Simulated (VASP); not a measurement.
A run of VASP 6.6.1 is set up as follows.

File INCAR:

```
SYSTEM = Rh
PREC = Accurate
ENCUT = 520
EDIFF = 1E-6
ISMEAR = -1
SIGMA = 0.05
LREAL = .False.
LASPH = .True.
NELM = 60
ALGO = Normal
ISIF = 2
LWAVE = .False.
LCHARG = .False.
GGA = PE
NBANDS = 14
```

File KPOINTS:

```
Automatic mesh
0
Gamma
  20 20 18
  0 0 0
```

The input POSCAR:

```
Rh
1.0
    2.1798671734      0.0000000000      0.0000000000
   -1.0899335867      1.8878203490      0.0000000000
    0.0000000000      0.0000000000      2.0640035584
Rh
1
Direct
    0.0000000000      0.0000000000      0.0000000000
```

Potentials or basis: VASP PAW PBE potentials, release 64 (Rh_pv).

Launch:

```bash
$ cat potpaw_PBE.64/Rh_pv/POTCAR > POTCAR
$ mpirun -np 1 vasp_std > vasp.out
```

Question: What does it give for the pressure?

Answer: 528.5 GPa.

Stress tensor (GPa, compression positive):
```
527.29   0.00   0.00
  0.00 527.29   0.00
  0.00   0.00 530.81
```
